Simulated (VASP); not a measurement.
**Be: single point with PBEsol**

Crystal: Be.

```xyz
1
Lattice="-1.2343 1.2343 1.2719 1.2343 -1.2343 1.2719 1.2343 1.2343 -1.2719" Properties=species:S:1:pos:R:3 pbc="T T T"
Be    0.0000    0.0000    0.0000
```

This cell differs from its parent crystal: strain -0.015 along x and y, +0.015 along z.

```json
{
 "Program": "VASP 6.6.1",
 "Task": "single point",
 "Functional": "PBEsol",
 "Potentials or basis": "VASP PAW PBE potentials, release 64 (Be)",
 "Cutoff": "520 eV",
 "k mesh": "26 × 26 × 26",
 "Occupations": "gaussian, width 0.15 eV",
 "Spin": "no spin polarisation",
 "Dipole correction": "no",
 "Further INCAR settings": "ALGO = Normal; EDIFF = 1e-06; NBANDS = 7"
}
```

```yaml
Pressure: 0.3 GPa
Band_gap_on_the_k_mesh: zero (bands 1 and 2 overlap by 4.53 eV)
```

Stress tensor (GPa, compression positive):
```
 1.51  0.00  0.00
 0.00  1.51  0.00
 0.00  0.00 -2.06
```

Levels at points of the mesh, in eV from the Fermi level:
```csv
k point,band 1,band 2,band 3,band 4,band 5
"(0.00, 0.00, 0.00)",-12.30,19.46,19.67,19.67,30.60
"(0.50, 0.00, 0.00)",-5.35,0.33,12.64,15.96,20.97
"(0.50, 0.50, 0.00)",-5.12,0.71,11.95,14.99,19.88
"(0.50, 0.50, 0.50)",3.24,4.41,4.41,9.48,10.28
```

Run time: 9.3 s on 1 thread of Intel(R) Xeon(R) 6975P-C (Granite Rapids) (shared host), peak memory 0.16 GiB.

Caveat: the cell differs from its parent crystal (strain -0.015 along x and y, +0.015 along z); the PAW data sets were made with another functional, which shifts forces and pressure a little.
